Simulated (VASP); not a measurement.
# TaAs (I4_1md) in VASP: further runs

TaAs is run at these levels: PBEsol; tasks: single point.

All numbers are computed with VASP 6.6.1; they aren't measurements. Logs are shortened: lines on timing, memory, paths and dates and some standing lists are left out, and cuts for length are marked.

## (1) The cell of the first run

Symmetry: I4_1md, No. 109, tetragonal system. The conventional cell has a = 3.429 Å, b = 3.429 Å, c = 11.583 Å, α = 90.00°, β = 90.00°, γ = 90.00°. Within 3.5 Å of Ta (site symmetry 2mm) lie 6 As at 2.59 to 2.60 Å and 8 Ta at 3.37 to 3.43 Å. Within 3.5 Å of As (site symmetry 2mm) lie 6 Ta at 2.59 to 2.60 Å and 8 As at 3.37 to 3.43 Å.

## (2) Single point, PBEsol

INCAR reads:

```
SYSTEM = TaAs
PREC = Accurate ; ENCUT = 520
EDIFF = 1E-6 ; ISMEAR = 0
SIGMA = 0.1 ; LREAL = .False.
LASPH = .True. ; NELM = 60
ALGO = Normal ; ISIF = 2
LWAVE = .False. ; LCHARG = .True.
GGA = PS ; LELF = .True.
LVHAR = .True. ; NBANDS = 24
```

KPOINTS reads:

```
regular mesh
0
Gamma
  18 18 18
  0 0 0
```

POSCAR reads:

```
TaAs
1.0
   -1.7143325733      1.7143325733      5.7914394897
    1.7143325733     -1.7143325733      5.7914394897
    1.7143325733      1.7143325733     -5.7914394897
Ta As
2 2
Direct
    0.5003010254      1.0003010254      0.5000000000
    0.7503010254      0.7503010254      0.0000000000
    0.0822983946      0.5822983946      0.5000000000
    0.3322983946      0.3322983946      0.0000000000
```

Potentials or basis: VASP PAW PBE potentials, release 64 (Ta_pv, As).

Command:

```console
$ cat potpaw_PBE.64/Ta_pv/POTCAR potpaw_PBE.64/As/POTCAR > POTCAR
$ mpirun -np 1 vasp_std > vasp.out
```

OUTCAR:

```text
SYSTEM = TaAs
   PREC = Accurate
   ENCUT = 520
   EDIFF = 1E-6
   ISMEAR = 0
   LREAL = .False.
   LASPH = .True.
   NELM = 60
   ISIF = 2
   GGA = PS

 ion  position               nearest neighbor table
   1  0.500  0.000  0.500-   4 2.59   4 2.59   3 2.60   3 2.60   3 2.60   3 2.60   2 3.37   2 3.37
                             2 3.37   2 3.37
   2  0.750  0.750  0.000-   3 2.59   3 2.59   4 2.60   4 2.60   4 2.60   4 2.60   1 3.37   1 3.37
                             1 3.37   1 3.37
   3  0.082  0.582  0.500-   2 2.59   2 2.59   1 2.60   1 2.60   1 2.60   1 2.60
   4  0.332  0.332  0.000-   1 2.59   1 2.59   2 2.60   2 2.60   2 2.60   2 2.60

  LATTYP: Found a body centered tetragonal cell.
 ALAT       =     3.4286651466
 C/A-ratio  =     3.3782473599

  Lattice vectors:

 A1 = (  -1.7143325733,   1.7143325733,   5.7914394897)
 A2 = (   1.7143325733,  -1.7143325733,   5.7914394897)
 A3 = (   1.7143325733,   1.7143325733,  -5.7914394897)

Analysis of symmetry for initial positions (statically):
=====================================================================
 Subroutine PRICEL returns:
 Original cell was already a primitive cell.

 Routine SETGRP: Setting up the symmetry group for a
 body centered tetragonal supercell.

 Subroutine GETGRP returns: Found  8 space group operations
 (whereof  4 operations were pure point group operations)
 out of a pool of 16 trial point group operations.

The static configuration has the point symmetry C_2v.
 The point group associated with its full space group is C_4v.

Analysis of symmetry for dynamics (positions and initial velocities):
=====================================================================
 Subroutine PRICEL returns:
 Original cell was already a primitive cell.

 Routine SETGRP: Setting up the symmetry group for a
 body centered tetragonal supercell.

 Subroutine GETGRP returns: Found  8 space group operations
 (whereof  4 operations were pure point group operations)
 out of a pool of 16 trial point group operations.

The dynamic configuration has the point symmetry C_2v.
 The point group associated with its full space group is C_4v.

 Subroutine INISYM returns: Found  8 space group operations
 (whereof  4 operations are pure point group operations),
 and found     1 'primitive' translations

----------------------------------------------------------------------------------------

                                     Primitive cell

  volume of cell :      68.0827

  direct lattice vectors                    reciprocal lattice vectors
    -1.714332573  1.714332573  5.791439490     0.000000000  0.291658694  0.086334322
     1.714332573 -1.714332573  5.791439490     0.291658694  0.000000000  0.086334322
     1.714332573  1.714332573 -5.791439490     0.291658694  0.291658694  0.000000000

  length of vectors
     6.278426850  6.278426850  6.278426850     0.304168389  0.304168389  0.412467681

  position of ions in fractional coordinates (direct lattice)
     0.500301025  0.000301025  0.500000000
     0.750301025  0.750301025  0.000000000
     0.082298395  0.582298395  0.500000000
     0.332298395  0.332298395  0.000000000

  ion indices of the primitive-cell ions
   primitive index   ion index
                 1           1
                 2           2
                 3           3
                 4           4

----------------------------------------------------------------------------------------

 KPOINTS: regular mesh

Automatic generation of k-mesh.
 Grid dimensions read from file:
 generate k-points for:   18   18   18

 Generating k-lattice:

  Cartesian coordinates                     Fractional coordinates (reciprocal lattice)
     0.000000000  0.016203261  0.004796351     0.055555556 -0.000000000  0.000000000
     0.016203261  0.000000000  0.004796351    -0.000000000  0.055555556  0.000000000
     0.016203261  0.016203261  0.000000000     0.000000000  0.000000000  0.055555556

  Length of vectors
     0.016898244  0.016898244  0.022914871

  Shift w.r.t. Gamma in fractional coordinates (k-lattice)
     0.000000000  0.000000000  0.000000000

 Subroutine IBZKPT returns following result:
 ===========================================

 Found    480 irreducible k-points:

 Following reciprocal coordinates:
            Coordinates               Weight
  0.000000  0.000000  0.000000      1.000000
  0.055556  0.000000 -0.000000      8.000000
  0.111111  0.000000 -0.000000      8.000000
  0.166667  0.000000  0.000000      8.000000
  0.222222  0.000000 -0.000000      8.000000
  0.277778 -0.000000  0.000000      8.000000
[... 16 lines left out ...]
 -0.277778  0.055556 -0.000000     16.000000
 -0.222222  0.055556  0.000000     16.000000
 [... further k-points ...]
   k-points           NKPTS =    480   k-points in BZ     NKDIM =    480   number of bands    NBANDS=     24
   number of dos      NEDOS =    301   number of ions     NIONS =      4
   total plane-waves  NPLWV = 110592
   dimension x,y,z NGX =    48 NGY =   48 NGZ =   48
   dimension x,y,z NGXF=    96 NGYF=   96 NGZF=   96
   ions per type =               2   2
   NGX,Y,Z   is equivalent  to a cutoff of  12.71, 12.71, 12.71 a.u.
   NGXF,Y,Z  is equivalent  to a cutoff of  25.42, 25.42, 25.42 a.u.
 SYSTEM =  TaAs
   PREC   = accura    normal or accurate (medium, high low for compatibility)
   ISTART =      0    job   : 0-new  1-cont  2-samecut
   ICHARG =      2    charge: 1-file 2-atom 10-const
   ISPIN  =      1    spin polarized calculation?
   LNONCOLLINEAR =      F non collinear calculations
   LSORBIT =      F    spin-orbit coupling
   LASPH  =      T    aspherical Exc in radial PAW
   ENCUT  =  520.0 eV  38.22 Ry    6.18 a.u.  11.67 11.67 11.67*2*pi/ulx,y,z
   NELM   =     60;   NELMIN=  2; NELMDL= -5     # of ELM steps
   EDIFF  = 0.1E-05   stopping-criterion for ELM
   LREAL  =      F    real-space projection
   EDIFFG = 0.1E-04   stopping-criterion for IOM
   NSW    =      0    number of steps for IOM
   IBRION =     -1    ionic relax: 0-MD 1-quasi-New 2-CG
   NFREE  =      0    steps in history (QN), initial steepest desc. (CG)
   ISIF   =      2    stress and relaxation
   ISYM   =      2    0-nonsym 1-usesym 2-fastsym
   POTIM  = 0.5000    time-step for ionic-motion
   TEBEG  =    0.0;   TEEND  =   0.0 temperature during run
   PSTRESS=    0.0 pullay stress
   NELECT =      32.0000    total number of electrons
   NUPDOWN=      -1.0000    fix difference up-down
   EMIN   =  10.00;   EMAX   =-10.00  energy-range for DOS
   EFERMI =   0.00;   METHOD = LEGACY
   ISMEAR =     0;   SIGMA  =   0.10  broadening in eV -4-tet -1-fermi 0-gaus
   EFERMI_NEDOS =   21; number of points for ismear=-14 and -15
   IALGO  =     38    algorithm
   IMIX   =      4    mixing-type and parameters
     AMIX     =   0.40;   BMIX     =  1.00
     AMIX_MAG =   1.60;   BMIX_MAG =  1.00
  volume/ion in A,a.u.               =      17.02       114.86
  Fermi-wavevector in a.u.,A,eV,Ry     =   1.272856  2.405349 22.043647  1.620162
  Thomas-Fermi vector in A             =   2.405711
   LORBIT       =      0    0 simple, 1 ext, 2 COOP (PROOUT), +10 PAW based schemes
   GGA     = PS    functional components
   LHFCALC =     F    Hartree Fock is set to
   AEXX    =    0.0000 exact exchange contribution
   IVDW    =     0    specifies the selected vdW correction
   LEPSILON=     F    determine dielectric tensor
   LRPA    =     F    only Hartree local field effects (RPA)
 non-spin polarized calculation
 Gauss-broadening in eV      SIGMA  =   0.10
  energy-cutoff  :      520.00
  volume of cell :       68.08
 maximum number of plane-waves:      1850
   NGX = 23   NGY = 23   NGZ = 23

 number of electron      32.0000001 magnetization

 Free energy of the ion-electron system (eV)
  ---------------------------------------------------
  ext. energy  EPLUGINS =         0.00000000
  ---------------------------------------------------
  free energy    TOTEN  =       -37.73087830 eV

  energy without entropy =      -37.72921083  energy(sigma->0) =      -37.73004457

 E-fermi :   7.0231     XC(G=0): -12.1193

 val. band max:        7.0206087387   @ k =  -0.3333   0.4444   0.3333
 cond. band min:       7.0235106024   @ k =  -0.1111  -0.4444   0.1111
 fundamental gap:      0.0029018637
 Fermi energy:         7.0230934988

 k-point     1 :       0.0000    0.0000    0.0000
  band No.  band energies     occupation
      1     -27.8558      2.00000
      2     -27.8054      2.00000
      3     -27.8054      2.00000
      4     -27.6480      2.00000
      5     -27.6480      2.00000
      6     -27.5879      2.00000
[... 16 lines left out ...]
     23      11.2170      0.00000
     24      11.2173      0.00000

 k-point     2 :       0.0556    0.0000   -0.0000
  band No.  band energies     occupation
      1     -27.8543      2.00000
      2     -27.8102      2.00000
      3     -27.8049      2.00000
      4     -27.6531      2.00000
      5     -27.6474      2.00000
      6     -27.5884      2.00000
[... 16 lines left out ...]
     23      10.9062      0.00000
     24      11.3744      0.00000

 k-point     3 :       0.1111    0.0000   -0.0000
  band No.  band energies     occupation
      1     -27.8522      2.00000
      2     -27.8219      2.00000
      3     -27.8035      2.00000
      4     -27.6675      2.00000
      5     -27.6457      2.00000
      6     -27.5902      2.00000
[... 16 lines left out ...]
     23      11.0233      0.00000
     24      11.7895      0.00000

 k-point     4 :       0.1667    0.0000    0.0000
  band No.  band energies     occupation
      1     -27.8616      2.00000
      2     -27.8269      2.00000
      3     -27.8014      2.00000
      4     -27.6888      2.00000
      5     -27.6430      2.00000
      6     -27.5938      2.00000
[... 16 lines left out ...]
     23      11.3269      0.00000
     24      12.3467      0.00000

 k-point     5 :       0.2222    0.0000   -0.0000
  band No.  band energies     occupation
      1     -27.8871      2.00000
      2     -27.8190      2.00000
      3     -27.7987      2.00000
      4     -27.7137      2.00000
      5     -27.6398      2.00000
      6     -27.5993      2.00000
[... 16 lines left out ...]
     23      11.6098      0.00000
     24      12.9261      0.00000

 k-point     6 :       0.2778   -0.0000    0.0000
  band No.  band energies     occupation
      1     -27.9170      2.00000
      2     -27.8087      2.00000
      3     -27.7959      2.00000
      4     -27.7376      2.00000
      5     -27.6363      2.00000
      6     -27.6064      2.00000
[... 16 lines left out ...]
     23      11.7390      0.00000
     24      13.3512      0.00000
[... 379 lines left out ...]
 k-point    21 :      -0.3889    0.0556    0.0000
  band No.  band energies     occupation
      1     -27.9678      2.00000
      2     -27.8100      2.00000
      3     -27.7953      2.00000
      4     -27.7554      2.00000
      5     -27.6364      2.00000
      6     -27.6186      2.00000
[... 16 lines left out ...]
     23      11.7293      0.00000
     24      13.5047      0.00000

 k-point    22 :      -0.3333    0.0556    0.0000
  band No.  band energies     occupation
      1     -27.9445      2.00000
      2     -27.8069      2.00000
      3     -27.7954      2.00000
      4     -27.7542      2.00000
      5     -27.6385      2.00000
      6     -27.6105      2.00000
[... 16 lines left out ...]
     23      11.8527      0.00000
     24      13.3800      0.00000

 k-point    23 :      -0.2778    0.0556   -0.0000
  band No.  band energies     occupation
      1     -27.9161      2.00000
      2     -27.8123      2.00000
      3     -27.7984      2.00000
      4     -27.7378      2.00000
      5     -27.6416      2.00000
      6     -27.6026      2.00000
[... 16 lines left out ...]
     23      11.9629      0.00000
     24      13.0612      0.00000

 k-point    24 :      -0.2222    0.0556    0.0000
  band No.  band energies     occupation
      1     -27.8864      2.00000
      2     -27.8216      2.00000
      3     -27.8022      2.00000
      4     -27.7135      2.00000
      5     -27.6450      2.00000
      6     -27.5960      2.00000
[... 16 lines left out ...]
     23      11.8440      0.00000
     24      12.5844      0.00000

 [... further k-points ...]

------------------------ aborting loop because EDIFF is reached ----------------------------------------

  FORCE on cell =-STRESS in cart. coord.  units (eV):
  Direction    XX          YY          ZZ          XY          YZ          ZX
  --------------------------------------------------------------------------------------
  -------------------------------------------------------------------------------------
  Total        0.3036411      0.3036411      0.2399977      0.0000000      0.0000000      0.0000000
  in kB        7.1455313      7.1455313      5.6478218      0.0000000      0.0000000      0.0000000
  external PRESSURE =       6.6462948 kB  Pullay stress =       0.0000000 kB

 VOLUME and BASIS-vectors are now :
 -----------------------------------------------------------------------------
  energy-cutoff  :      520.00
  volume of cell :       68.08
      direct lattice vectors                 reciprocal lattice vectors
    -1.714332573  1.714332573  5.791439490     0.000000000  0.291658694  0.086334322
     1.714332573 -1.714332573  5.791439490     0.291658694  0.000000000  0.086334322
     1.714332573  1.714332573 -5.791439490     0.291658694  0.291658694  0.000000000

 POSITION                                       TOTAL-FORCE (eV/Angst)
 -----------------------------------------------------------------------------------
      0.00000      1.71433      0.00349        -0.000000      0.000000      0.003842
      0.00000      0.00000      8.69065         0.000000     -0.000000      0.003842
      1.71433      0.00000      0.95325        -0.000000     -0.000000     -0.003842
      0.00000      0.00000      3.84897        -0.000000     -0.000000     -0.003842
 -----------------------------------------------------------------------------------
    total drift:                                0.000000      0.000000      0.000235

  FREE ENERGIE OF THE ION-ELECTRON SYSTEM (eV)
  ---------------------------------------------------
  free  energy   TOTEN  =       -37.7308782990 eV

  energy  without entropy=      -37.7292108343  energy(sigma->0) =      -37.73004457
```

It took 11 min on 1 thread of Intel Xeon 6975P-C (Granite Rapids), shared host; peak memory 0.88 GiB.

What came out:

```yaml
Free_energy: -37.7309 eV
Pressure: 0.7 GPa
Largest_force: 0.004 eV/Å
Band_gap_on_the_k_mesh: zero (bands 16 and 17 overlap by 0.04 eV)
```

Forces in eV/Å, atoms in the order of the input:
```
Ta   0.000  0.000  0.004
Ta   0.000  0.000  0.004
As   0.000  0.000 -0.004
As   0.000  0.000 -0.004
```

Levels at points of the mesh, in eV from the Fermi level:
```
           k point  band 12  band 13  band 14  band 15  band 16  band 17  band 18  band 19  band 20  band 21
(0.00, 0.00, 0.00)    -2.51    -2.41    -1.96    -1.64    -1.64     0.90     1.61     2.43     3.17     3.17
(0.50, 0.00, 0.00)    -3.51    -2.49    -2.31    -1.59    -0.21     0.12     1.42     2.34     2.51     3.12
(0.50, 0.50, 0.00)    -5.16    -3.20    -3.20    -1.14    -1.14     2.86     2.86     3.17     3.17     3.97
(0.50, 0.50, 0.50)    -2.93    -2.89    -2.89    -0.91    -0.91     1.24     1.24     2.39     2.39     3.25
```

Caveat: the PAW data sets were made with another functional, which shifts forces and pressure a little; spin-orbit coupling is left out, which moves the levels of the heavy elements.

## (3) Single point, PBEsol

INCAR reads:

```
PREC = Accurate
ENCUT = 520
EDIFF = 1E-7
ISMEAR = -1
SIGMA = 0.15
LREAL = F
LASPH = T
NELM = 80
ALGO = Normal
ISIF = 2
LWAVE = F
LCHARG = F
GGA = PS
NBANDS = 24
```

KPOINTS reads:

```
Automatic mesh
0
Gamma
  18 18 18
```

POSCAR reads:

```
TaAs
1.0
   -1.7147865401      1.7147865401      5.7907547717
    1.7147865401     -1.7147865401      5.7907547717
    1.7147865401      1.7147865401     -5.7907547717
Ta As
2 2
Direct
    0.5003116665      1.0003116665      0.5000000000
    0.7503116665      0.7503116665      0.0000000000
    0.0822877535      0.5822877535      0.5000000000
    0.3322877535      0.3322877535      0.0000000000
```

Potentials or basis: VASP PAW PBE potentials, release 64 (Ta_pv, As).

Command:

```console
$ cat potpaw_PBE.64/Ta_pv/POTCAR potpaw_PBE.64/As/POTCAR > POTCAR
$ mpirun -np 1 vasp_std > vasp.out
```

It took 12 min on 1 thread of Intel Xeon 6975P-C (Granite Rapids), shared host; peak memory 0.88 GiB.

Results (log left out):

```
Free energy            : -37.7512 eV
Pressure               : 0.7 GPa
Band gap on the k mesh : zero (bands 16 and 17 overlap by 0.04 eV)
```

Forces on the atoms (eV/Å):
```
Ta   0.000  0.000  0.003
Ta   0.000  0.000  0.003
As   0.000  0.000 -0.003
As   0.000  0.000 -0.003
```

Stress tensor (GPa, compression positive):
```
0.72 0.00 0.00
0.00 0.72 0.00
0.00 0.00 0.57
```

Levels at points of the mesh, in eV from the Fermi level:
| k point | band 14 | band 15 | band 16 | band 17 | band 18 | band 19 |
| --- | --- | --- | --- | --- | --- | --- |
| (0.00, 0.00, 0.00) | -1.92 | -1.60 | -1.60 | 0.95 | 1.65 | 2.47 |
| (0.50, 0.00, 0.00) | -2.26 | -1.55 | -0.17 | 0.16 | 1.47 | 2.38 |
| (0.50, 0.50, 0.00) | -3.15 | -1.10 | -1.10 | 2.90 | 2.90 | 3.21 |
| (0.50, 0.50, 0.50) | -2.84 | -0.88 | -0.88 | 1.28 | 1.28 | 2.43 |

Caveat: the PAW data sets were made with another functional, which shifts forces and pressure a little; spin-orbit coupling is left out, which moves the levels of the heavy elements.
